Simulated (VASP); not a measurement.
# FeO (P-6m2) in VASP: a series of runs, part 3 of 3

VASP 6.6.1.

### 5 Single point, PBE, collinear spin, ferromagnetic start

This run uses another cell than the first one, of 10.54 Å³/atom, 1.041 times its volume.

Input file INCAR:

```
PREC = Accurate
ENCUT = 520
EDIFF = 1E-6
ISMEAR = -1
SIGMA = 0.05
LREAL = False
LASPH = True
NELM = 150
ALGO = Normal
ISIF = 2
LWAVE = False
LCHARG = False
ISPIN = 2
MAGMOM = 3 0
LORBIT = 11
LMAXMIX = 4
GGA = PE
NBANDS = 18
```

Input file KPOINTS:

```
regular mesh
0
Gamma
  10 10 9
```

Input file POSCAR:

```
FeO
1.0
    2.9221306101      0.0000000000      0.0000000000
   -1.4610653000      2.5306393451      0.0000000000
    0.0000000000      0.0000000000      2.8518546951
Fe O
1 1
Direct
    0.0000000000      0.0000000000      0.0000000000
    0.6666666667      0.3333333333      0.5000000000
```

Potentials or basis: VASP PAW PBE potentials, release 64 (Fe, O).

Run with:

```sh
$ cat potpaw_PBE.64/Fe/POTCAR potpaw_PBE.64/O/POTCAR > POTCAR
$ mpirun -np 1 vasp_std > vasp.out
```

OUTCAR:

```text
PREC = Accurate
   ENCUT = 520
   EDIFF = 1E-6
   ISMEAR = -1
   LREAL = False
   LASPH = True
   NELM = 150
   ISIF = 2
   ISPIN = 2
   LORBIT = 11
   GGA = PE

 ion  position               nearest neighbor table
   1  0.000  0.000  0.000-   2 2.21   2 2.21   2 2.21   2 2.21   2 2.21   2 2.21
   2  0.667  0.333  0.500-   1 2.21   1 2.21   1 2.21   1 2.21   1 2.21   1 2.21

  LATTYP: Found a hexagonal cell.
 ALAT       =     2.9221306101
 C/A-ratio  =     0.9759504538

  Lattice vectors:

 A1 = (   2.9221306101,   0.0000000000,   0.0000000000)
 A2 = (  -1.4610653000,   2.5306393451,   0.0000000000)
 A3 = (   0.0000000000,   0.0000000000,   2.8518546951)

Analysis of symmetry for initial positions (statically):
=====================================================================
 Subroutine PRICEL returns:
 Original cell was already a primitive cell.

 Routine SETGRP: Setting up the symmetry group for a
 hexagonal supercell.

 Subroutine GETGRP returns: Found 12 space group operations
 (whereof 12 operations were pure point group operations)
 out of a pool of 24 trial point group operations.

The static configuration has the point symmetry D_3h.

Analysis of symmetry for dynamics (positions and initial velocities):
=====================================================================
 Subroutine PRICEL returns:
 Original cell was already a primitive cell.

 Routine SETGRP: Setting up the symmetry group for a
 hexagonal supercell.

 Subroutine GETGRP returns: Found 12 space group operations
 (whereof 12 operations were pure point group operations)
 out of a pool of 24 trial point group operations.

The dynamic configuration has the point symmetry D_3h.

Analysis of structural, dynamic, and magnetic symmetry:
=====================================================================
 Subroutine PRICEL returns:
 Original cell was already a primitive cell.

 Routine SETGRP: Setting up the symmetry group for a
 hexagonal supercell.

 Subroutine GETGRP returns: Found 12 space group operations
[... 139 lines left out ...]
   NGX = 11   NGY = 11   NGZ = 11

 number of electron      14.0000003 magnetization       3.9992707

 Free energy of the ion-electron system (eV)
  ---------------------------------------------------
  ext. energy  EPLUGINS =         0.00000000
  ---------------------------------------------------
  free energy    TOTEN  =       -14.92927145 eV

  energy without entropy =      -14.92817666  energy(sigma->0) =      -14.92872406

 E-fermi :   4.9275     XC(G=0): -11.9137

 val. band max:        4.8970155900   @ k =   0.0000   0.0000   0.4444
 cond. band min:       4.9986822238   @ k =   0.1000   0.0000   0.4444
 fundamental gap:      0.1016666338
 Fermi energy:         4.9275249909

 spin component 1

 k-point     1 :       0.0000    0.0000    0.0000
  band No.  band energies     occupation
      1     -14.7630      1.00000
      2       0.2408      1.00000
      3       0.2408      1.00000
      4       0.6139      1.00000
      5       1.5156      1.00000
      6       2.0951      1.00000
[... 493 lines left out ...]
     17      31.4661      0.00000
     18      33.4181      0.00000

 [... further k-points ...]

 spin component 2

 k-point     1 :       0.0000    0.0000    0.0000
  band No.  band energies     occupation
      1     -14.1687      1.00000
      2       1.8619      1.00000
      3       1.8619      1.00000
      4       2.1076      1.00000
      5       3.1833      1.00000
      6       6.0088      0.00000
[... 493 lines left out ...]
     17      32.0479      0.00000
     18      34.0807      0.00000

 [... further k-points ...]
[... 5 lines left out ...]
  --------------------------------------------------------------------------------------
  -------------------------------------------------------------------------------------
  Total       -1.4708606     -1.4708606     -2.2810895     -0.0000000      0.0000000     -0.0000000
  in kB     -111.7441580   -111.7441583   -173.2988294     -0.0000002      0.0000000     -0.0000000
  external PRESSURE =    -132.2623819 kB  Pullay stress =       0.0000000 kB

 VOLUME and BASIS-vectors are now :
 -----------------------------------------------------------------------------
  energy-cutoff  :      520.00
  volume of cell :       21.09
      direct lattice vectors                 reciprocal lattice vectors
     2.922130610  0.000000000  0.000000000     0.342216052  0.197578529  0.000000000
    -1.461065300  2.530639345  0.000000000     0.000000000  0.395157059  0.000000000
     0.000000000  0.000000000  2.851854695     0.000000000  0.000000000  0.350649001

 POSITION                                       TOTAL-FORCE (eV/Angst)
 -----------------------------------------------------------------------------------
      0.00000      0.00000      0.00000         0.000000      0.000000      0.000000
      1.46107      0.84355      1.42593         0.000000      0.000000      0.000000
 -----------------------------------------------------------------------------------
    total drift:                               -0.000000      0.000000      0.000000

  FREE ENERGIE OF THE ION-ELECTRON SYSTEM (eV)
  ---------------------------------------------------
  free  energy   TOTEN  =       -14.9292714495 eV

  energy  without entropy=      -14.9281766631  energy(sigma->0) =      -14.92872406

 total charge

# of ion       s       p       d       tot
------------------------------------------
    1        0.284   0.347   6.025   6.656
    2        1.560   3.385   0.000   4.945
--------------------------------------------------
tot          1.844   3.732   6.025  11.601

 magnetization (x)

# of ion       s       p       d       tot
------------------------------------------
    1        0.012   0.007   3.565   3.584
    2        0.027   0.320   0.000   0.347
--------------------------------------------------
tot          0.039   0.327   3.565   3.931
```

OSZICAR:

```text
N       E                     dE             d eps       ncg     rms          rms(c)
DAV:   1     0.703436593495E+02    0.70344E+02   -0.66767E+03  5386   0.884E+02
DAV:   2    -0.129364730238E+02   -0.83280E+02   -0.70866E+02  5226   0.204E+02
DAV:   3    -0.176127165418E+02   -0.46762E+01   -0.45767E+01  5742   0.527E+01
DAV:   4    -0.176478881435E+02   -0.35172E-01   -0.35156E-01  5938   0.437E+00
DAV:   5    -0.176481483570E+02   -0.26021E-03   -0.26020E-03  5772   0.391E-01    0.170E+01
DAV:   6    -0.160704082698E+02    0.15777E+01   -0.19275E+01  6848   0.605E+01    0.224E+01
DAV:   7    -0.150372691872E+02    0.10331E+01   -0.59062E+00  6366   0.437E+01    0.880E+00
DAV:   8    -0.149658997645E+02    0.71369E-01   -0.35044E-01  7230   0.748E+00    0.486E+00
DAV:   9    -0.149584626510E+02    0.74371E-02   -0.32274E-01  7498   0.950E+00    0.215E+00
DAV:  10    -0.149290517659E+02    0.29411E-01   -0.98381E-02  7296   0.620E+00    0.333E-01
DAV:  11    -0.149292280848E+02   -0.17632E-03   -0.99762E-03  6210   0.878E-01    0.969E-02
DAV:  12    -0.149292681820E+02   -0.40097E-04   -0.14728E-04  6052   0.108E-01    0.481E-02
DAV:  13    -0.149292669081E+02    0.12739E-05   -0.47778E-05  6318   0.635E-02    0.232E-02
DAV:  14    -0.149292708141E+02   -0.39060E-05   -0.73157E-06  6062   0.200E-02    0.107E-02
DAV:  15    -0.149292714495E+02   -0.63542E-06   -0.21080E-06  4716   0.171E-02
   1 F= -.14929271E+02 E0= -.14928724E+02  d E =-.109479E-02  mag=     3.9999
```

stdout:

```text
POSCAR found type information on POSCAR FeO
 POSCAR found :  2 types and       2 ions
 scaLAPACK will be used
 LDA part: xc-table for (Slater+PW92), standard interpolation
 POSCAR, INCAR and KPOINTS ok, starting setup
 FFT: planning ... GRIDC
 FFT: planning ... GRID_SOFT
 FFT: planning ... GRID
 WAVECAR not read
 entering main loop
```

Run time: 18 s. Hardware: 1 thread of Intel Xeon 6975P-C (Granite Rapids), shared host; peak memory 0.17 GiB.

Results:

```
Free energy                                           : -14.9293 eV
Pressure                                              : -13.2 GPa
Band gap on the k mesh                                : zero (filled and empty bands overlap)
Net moment                                            : 4.00 μB per cell
Site moments                                          : Fe +3.58; O +0.35 μB
Valence electrons inside the program's atomic spheres : Fe 6.66; O 4.95
```

Caveat: a cell with one magnetic atom can't hold antiferromagnetic order, which such compounds often take; semilocal functionals often make such compounds metallic where correlation or magnetic order opens a gap, which also shifts bond lengths.

### 6 Single point, PBE, collinear spin, ferromagnetic start

This run uses another cell than the first one, of 10.75 Å³/atom, 1.061 times its volume.

Input file INCAR:

```
SYSTEM = FeO
PREC = Accurate ; ENCUT = 520
EDIFF = 1E-6 ; ISMEAR = -1
SIGMA = 0.05 ; LREAL = .False.
LASPH = .True. ; NELM = 150
ALGO = Normal ; ISIF = 2
LWAVE = .False. ; LCHARG = .True.
ISPIN = 2 ; MAGMOM = 3 0
LORBIT = 11 ; LMAXMIX = 4
GGA = PE ; LELF = .True.
LVHAR = .True. ; NBANDS = 18
```

Input file KPOINTS:

```
Automatic mesh
0
Gamma
  10 10 9
  0 0 0
```

Input file POSCAR:

```
FeO
1.0
    2.9411060159      0.0000000000      0.0000000000
   -1.4705530029      2.5470725286      0.0000000000
    0.0000000000      0.0000000000      2.8703737510
Fe O
1 1
Direct
    0.0000000000      0.0000000000      0.0000000000
    0.6666666667      0.3333333333      0.5000000000
```

Potentials or basis: VASP PAW PBE potentials, release 64 (Fe, O).

Run with:

```sh
$ cat potpaw_PBE.64/Fe/POTCAR potpaw_PBE.64/O/POTCAR > POTCAR
$ mpirun -np 1 vasp_std > vasp.out
```

It took 19 s on 1 thread of Intel Xeon 6975P-C (Granite Rapids), shared host; peak memory 0.17 GiB.

Results (log left out):

* Free energy: -14.8924 eV
* Pressure: -15.7 GPa
* Band gap on the k mesh: zero (filled and empty bands overlap)
* Net moment: 4.00 μB per cell
* Site moments: Fe +3.59; O +0.34 μB
* Valence electrons inside the program's atomic spheres: Fe 6.63; O 4.94

Stress tensor (GPa, compression positive):
```
-13.43   0.00   0.00
  0.00 -13.43   0.00
  0.00   0.00 -20.26
```

Levels at points of the mesh, in eV from the Fermi level:
Spin up:
| k point | band 7 | band 8 | band 9 | band 10 | band 11 | band 12 |
| --- | --- | --- | --- | --- | --- | --- |
| (0.00, 0.00, 0.00) | -2.86 | -1.09 | -1.09 | 0.08 | 13.73 | 15.31 |
| (0.50, 0.00, 0.00) | -2.19 | -2.18 | -0.68 | 4.86 | 7.73 | 13.90 |
Spin down:
```csv
k point,band 2,band 3,band 4,band 5,band 6,band 7,band 8,band 9
"(0.00, 0.00, 0.00)",-3.00,-3.00,-2.77,-1.71,0.98,1.20,1.20,1.33
"(0.50, 0.00, 0.00)",-6.53,-3.34,-2.85,-1.27,1.02,1.02,1.27,2.20
```

Caveat: a cell with one magnetic atom can't hold antiferromagnetic order, which such compounds often take; semilocal functionals often make such compounds metallic where correlation or magnetic order opens a gap, which also shifts bond lengths. With open d or f shells a metallic result of PBE can be an artefact of self-interaction; +U or a hybrid may open a gap.

### 7 Overview

```tsv
cell	gap on the mesh (eV)	pressure (GPa)	moment (μB)
a = 2.883, b = 2.883, c = 2.814 Å, angles 90.0, 90.0, 120.0°, 2 atoms	none	-7.2	4.00
a = 2.903, b = 2.903, c = 2.833 Å, angles 90.0, 90.0, 120.0°, 2 atoms	none	-10.4	4.00
a = 2.922, b = 2.922, c = 2.852 Å, angles 90.0, 90.0, 120.0°, 2 atoms	none	-13.2	4.00
a = 2.941, b = 2.941, c = 2.870 Å, angles 90.0, 90.0, 120.0°, 2 atoms	none	-15.7	4.00
```

Alike in all rows: task single point; level PBE; potentials or basis VASP PAW PBE potentials, release 64 (Fe, O); spin collinear, ferromagnetic start; k mesh 10 × 10 × 9; cutoff (eV) 520; smearing fermi-dirac 0.05 eV.

Caveats: a cell with one magnetic atom can't hold antiferromagnetic order, which such compounds often take; semilocal functionals often make such compounds metallic where correlation or magnetic order opens a gap, which also shifts bond lengths.

Total energies depend on the potentials used, so only differences within one code and one set of settings carry meaning.
